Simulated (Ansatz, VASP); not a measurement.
**One calculation of AlN, two programs**

INCAR

```
SYSTEM = AlN
PREC = Accurate ; ENCUT = 520
EDIFF = 1E-6 ; ISMEAR = 0
SIGMA = 0.05 ; LREAL = .FALSE.
LASPH = .TRUE. ; NELM = 80
ALGO = Normal ; ISIF = 2
LWAVE = .FALSE. ; LCHARG = .FALSE.
GGA = PS ; NBANDS = 16
```

File KPOINTS:

```
Automatic mesh
0
G
  9 9 6
  0 0 0
```

File POSCAR:

```
AlN
1.0
    3.1110021516      0.0000000000      0.0000000000
   -1.5555010758      2.6942068945      0.0000000000
    0.0000000000      0.0000000000      5.1273400000
Al N
2 2
Direct
    0.3333333333      0.6666666667      0.0000000000
    0.6666666667      0.3333333333      0.5000000000
    0.3333333333      0.6666666667      0.3850000000
    0.6666666667      0.3333333333      0.8850000000
```

Input for Ansatz:

```yaml
crystal:
  lattice:
    - [3.1110021516, 0.0, 0.0]
    - [-1.5555010758, 2.6942068945, 0.0]
    - [0.0, 0.0, 5.12734]
  atoms:
    - { symbol: Al, position: [0.3333333333, 0.6666666667, 0.0] }
    - { symbol: Al, position: [0.6666666667, 0.3333333333, 0.5] }
    - { symbol: "N", position: [0.3333333333, 0.6666666667, 0.385] }
    - { symbol: "N", position: [0.6666666667, 0.3333333333, 0.885] }
basis:
  ecutwfc: 420
kpoints:
  mp_grid: { grid: [9, 9, 6] }
hamiltonian:
  xc: pbesol
scf:
  occupations: { method: gaussian, width: 0.05 }
output:
  forces: true
  stress: true
  eigenvalues: true
```

Change from the starting cell: strain +0.000 along x and y, +0.030 along z, atoms carried along.

Alike in both runs: task single point; functional PBEsol; k mesh 9 × 9 × 6; occupations gaussian, width 0.05 eV; no spin polarisation.

```csv
,VASP,Ansatz
version,VASP 6.6.1,Ansatz 0.2.0
potentials or method,"VASP PAW PBE potentials, release 64 (Al, N), cutoff 520 eV","scalar-relativistic, plane waves, PAW"
valence electrons in the cell,16,16
```

Ansatz gave:

```
gap on the k mesh at the Fermi level (eV)                     : 3.88
least direct gap on the mesh (eV)                             : 3.88
pressure (GPa)                                                : -4.5
traceless stress, the component that is largest in VASP (GPa) : -7.65
rms of the force components (eV/Å)                            : 0.241
```

Problem. Which values does VASP return?

Solution. gap on the k mesh at the Fermi level (eV): 3.89; least direct gap on the mesh (eV): 3.89; pressure (GPa): -4.6; traceless stress, the component that is largest in VASP (GPa): -7.74; rms of the force components (eV/Å): 0.244.

VASP's potentials were made for PBE, not for PBEsol. Atom by atom the forces differ by 0.003 eV/Å (rms over components). The functional is the same, so the differences come from potentials, cutoffs and numerics.
